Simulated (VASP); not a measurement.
# As (R-3m) in VASP: a series of runs, part 2 of 2

VASP 6.6.1. Earlier steps stand in the parts before.

## 3. Single point, r2SCAN+rVV10

This run uses another cell than the first one, of 21.88 Å³/atom, 1.026 times its volume.

File POSCAR:

```
As
1.0
    1.8798678443      1.0853422059      3.5751301423
   -1.8798678443      1.0853422059      3.5751301423
    0.0000000000     -2.1706844119      3.5751301423
As
2
Direct
    0.2259924738      0.2259924738      0.2259924738
    0.7740075262      0.7740075262      0.7740075262
```

File INCAR.step1:

```
SYSTEM = As
  ALGO = Normal
  EDIFF = 1E-4
  ENCUT = 520
  GGA = PE
  ISMEAR = 0
  LASPH = .True.
  LCHARG = .False.
  LREAL = .False.
  LWAVE = .True.
  NBANDS = 12
  NELM = 60
  PREC = Accurate
  SIGMA = 0.1
```

File INCAR.step2:

```
SYSTEM = As
  ALGO = Normal
  BPARAM = 11.95
  CPARAM = 0.0093
  EDIFF = 1E-7
  ENCUT = 520
  ISIF = 2
  ISMEAR = 0
  ISTART = 1
  IVDW_NL = 2
  LASPH = .True.
  LCHARG = .False.
  LMIXTAU = .True.
  LREAL = .False.
  LUSE_VDW = .True.
  LWAVE = .False.
  METAGGA = R2SCAN
  NBANDS = 12
  NELM = 60
  PREC = Accurate
  SIGMA = 0.1
```

File KPOINTS:

```
k-points
0
Gamma
  15 15 15
  0 0 0
```

Potentials or basis: VASP PAW PBE potentials, release 64 (As).

On the command line:

```bash
> cat potpaw_PBE.64/As/POTCAR > POTCAR
> cp INCAR.step1 INCAR
> mpirun -np 1 vasp_std > vasp.out
> cp INCAR.step2 INCAR
> mpirun -np 1 vasp_std > vasp.out
```

OUTCAR:

```text
SYSTEM = As
   BPARAM = 11.95
   EDIFF = 1E-7
   ENCUT = 520
   ISIF = 2
   ISMEAR = 0
   ISTART = 1
   IVDW_NL = 2
   LASPH = .True.
   LREAL = .False.
   METAGGA = R2SCAN
   NELM = 60
   PREC = Accurate

 ion  position               nearest neighbor table
   1  0.226  0.226  0.226-   2 2.52   2 2.52   2 2.52
   2  0.774  0.774  0.774-   1 2.52   1 2.52   1 2.52

  LATTYP: Found a trigonal (rhomboedric) cell.
 ALAT       =     4.1825143575
 COS(alpha) =     0.5959735913

  Lattice vectors:

 A1 = (   1.8798678443,   1.0853422059,   3.5751301423)
[... 541 lines left out ...]
      9      11.1422      0.00000
     10      12.6670      0.00000
     11      13.6957      0.00000
     12      15.2980      0.00000

 [... further k-points ...]
[... 5 lines left out ...]
  --------------------------------------------------------------------------------------
  -------------------------------------------------------------------------------------
  Total        0.1237537      0.1237537      0.0919973     -0.0000000     -0.0000000      0.0000000
  in kB        4.5303473      4.5303473      3.3678166     -0.0000000     -0.0000000      0.0000000
  external PRESSURE =       4.1428371 kB  Pullay stress =       0.0000000 kB

 VOLUME and BASIS-vectors are now :
 -----------------------------------------------------------------------------
  energy-cutoff  :      520.00
  volume of cell :       43.77
      direct lattice vectors                 reciprocal lattice vectors
     1.879867844  1.085342206  3.575130142     0.265976144  0.153561398  0.093236699
    -1.879867844  1.085342206  3.575130142    -0.265976144  0.153561398  0.093236699
     0.000000000 -2.170684412  3.575130142     0.000000000 -0.307122796  0.093236699

 POSITION                                       TOTAL-FORCE (eV/Angst)
 -----------------------------------------------------------------------------------
      0.00000     -0.00000      2.42386         0.000000     -0.000000      0.061885
      0.00000     -0.00000      8.30153         0.000000      0.000000     -0.061885
 -----------------------------------------------------------------------------------
    total drift:                               -0.000000     -0.000000      0.000000

  FREE ENERGIE OF THE ION-ELECTRON SYSTEM (eV)
  ---------------------------------------------------
  free  energy   TOTEN  =       -29.1907744291 eV

  energy  without entropy=      -29.1900154112  energy(sigma->0) =      -29.19039492
```

It took 6.8 min on 1 thread of AMD EPYC 9R45 (Zen 5), shared host; peak memory 0.39 GiB.

Results:

* Free energy: -29.1908 eV
* Pressure: 0.4 GPa
* Largest force: 0.062 eV/Å
* Band gap on the k mesh: zero (band 5 reaches 5.55 eV, above the bottom of band 6 at 5.09 eV)

Forces on the atoms (eV/Å):
```
As   0.000  0.000  0.062
As   0.000  0.000 -0.062
```

Levels at points of the mesh, in eV from the Fermi level:
| k point | band 1 | band 2 | band 3 | band 4 | band 5 | band 6 | band 7 | band 8 | band 9 | band 10 |
| --- | --- | --- | --- | --- | --- | --- | --- | --- | --- | --- |
| (0.00, 0.00, 0.00) | -15.83 | -6.22 | -2.91 | -2.32 | -2.32 | 1.54 | 2.79 | 2.79 | 7.21 | 7.21 |

Caveat: the PAW data sets were made with another functional, which shifts forces and pressure a little.

## 4. Single point, r2SCAN+rVV10

File POSCAR:

```
As
1.0
    1.8797500000      1.0852741700      3.4857666700
   -1.8797500000      1.0852741700      3.4857666700
    0.0000000000     -2.1705483400      3.4857666700
As
2
Direct
    0.2275400000      0.2275400000      0.2275400000
    0.7724600000      0.7724600000      0.7724600000
```

File INCAR.step1:

```
  ALGO = Normal
  EDIFF = 1E-5
  ENCUT = 660
  GGA = PE
  GGA_COMPAT = False
  ISMEAR = 0
  LASPH = True
  LCHARG = False
  LREAL = False
  LWAVE = True
  NBANDS = 22
  NELM = 120
  PREC = Accurate
  SIGMA = 0.1
```

File INCAR.step2:

```
  ALGO = Normal
  BPARAM = 11.95
  CPARAM = 0.0093
  EDIFF = 1E-6
  ENCUT = 660
  GGA_COMPAT = False
  ISIF = 2
  ISMEAR = 0
  ISTART = 1
  IVDW_NL = 2
  LASPH = True
  LCHARG = False
  LMIXTAU = True
  LREAL = False
  LUSE_VDW = True
  LWAVE = False
  METAGGA = R2SCAN
  NBANDS = 22
  NELM = 120
  PREC = Accurate
  SIGMA = 0.1
```

File KPOINTS:

```
k-points
0
Gamma
  6 6 6
```

Potentials or basis: VASP PAW PBE potentials, release 64 (As_d).

On the command line:

```bash
> cat potpaw_PBE.64/As_d/POTCAR > POTCAR
> cp INCAR.step1 INCAR
> mpirun -np 1 vasp_std > vasp.out
> cp INCAR.step2 INCAR
> mpirun -np 1 vasp_std > vasp.out
```

Wall time 4 min (1 thread of Intel Xeon Platinum 8259CL at 2.50GHz (Skylake/Cascade Lake), shared host); peak memory 0.4 GiB.

Results (log left out):

```
Free energy            : -28.6460 eV
Pressure               : 0.9 GPa
Largest force          : 0.130 eV/Å
Band gap on the k mesh : zero (band 15 reaches 3.81 eV, above the bottom of band 16 at 3.59 eV)
```

Forces in eV/Å, atoms in the order of the input:
```
As   0.000  0.000 -0.130
As   0.000  0.000  0.130
```

Stress tensor (GPa, compression positive):
```
1.15 0.00 0.00
0.00 1.15 0.00
0.00 0.00 0.38
```

Levels at points of the mesh, in eV from the Fermi level:
```csv
k point,band 11,band 12,band 13,band 14,band 15,band 16,band 17,band 18,band 19,band 20
"(0.00, 0.00, 0.00)",-15.86,-5.94,-2.81,-2.28,-2.28,1.82,3.00,3.00,7.17,7.17
"(0.50, 0.00, 0.00)",-12.96,-11.72,-3.06,-3.02,-0.49,-0.22,0.33,1.23,9.61,9.70
"(0.50, 0.50, 0.00)",-12.91,-10.15,-6.42,-4.61,-4.49,1.65,5.68,7.16,7.69,11.22
"(0.50, 0.50, 0.50)",-14.43,-10.64,-1.96,-1.96,-0.45,0.62,0.62,1.85,8.70,11.00
```

Caveat: the PAW data sets were made with another functional, which shifts forces and pressure a little.

## 5. Overview

```csv
potentials or basis,cell,k mesh,cutoff (eV),second run,gap on the mesh (eV),pressure (GPa),largest force (eV/Å)
"VASP PAW PBE potentials, release 64 (As)","a = 4.106 Å, angles 54.5°, 2 atoms",6 × 6 × 6,520,-,none,1.0,0.10
"VASP PAW PBE potentials, release 64 (As)","a = 4.183 Å, angles 53.4°, 2 atoms",15 × 15 × 15,520,-,none,0.4,0.06
"VASP PAW PBE potentials, release 64 (As_d)","a = 4.106 Å, angles 54.5°, 2 atoms",6 × 6 × 6,660,valence_matched,none,0.9,0.13
```

Alike in all rows: task single point; level r2SCAN+rVV10; no spin polarisation; smearing gaussian 0.1 eV.

Caveats: the PAW data sets were made with another functional, which shifts forces and pressure a little.

Absolute energies hang on the potentials; compare differences alone.
